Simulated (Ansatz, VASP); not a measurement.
Two plane-wave programs on GaN

```
Ga N
1.0
    -2.27424   -2.27424    0.00000
     2.27424   -2.27424    0.00000
     0.00000    0.00000    9.09695
Ga N
4 4
Direct
  0.50000 0.50000 0.25000
  0.00000 0.00000 0.50000
  0.50000 0.50000 0.75000
  0.00000 0.00000 0.00000
  0.50000 0.00000 0.37500
  0.00000 0.50000 0.62500
  0.50000 0.00000 0.87500
  0.00000 0.50000 0.12500
```

Alike in both runs: task single point; functional PBE; k mesh 8 × 8 × 3; occupations gaussian, width 0.05 eV; no spin polarisation.

```csv
,VASP,Ansatz
version,VASP 6.6.1,Ansatz 0.2.0
potentials or method,"VASP PAW PBE potentials, release 64 (Ga_d, N), cutoff 520 eV","scalar-relativistic, plane waves, PAW"
valence electrons in the cell,72,72
```

```tsv
	VASP	Ansatz	Ansatz less VASP
gap on the k mesh at the Fermi level (eV)	1.55	1.54	-0.007
least direct gap on the mesh (eV)	1.55	1.54	-0.007
pressure (GPa)	0.1	0.0	-0.14
```

The functional is the same, so the differences come from potentials, cutoffs and numerics.
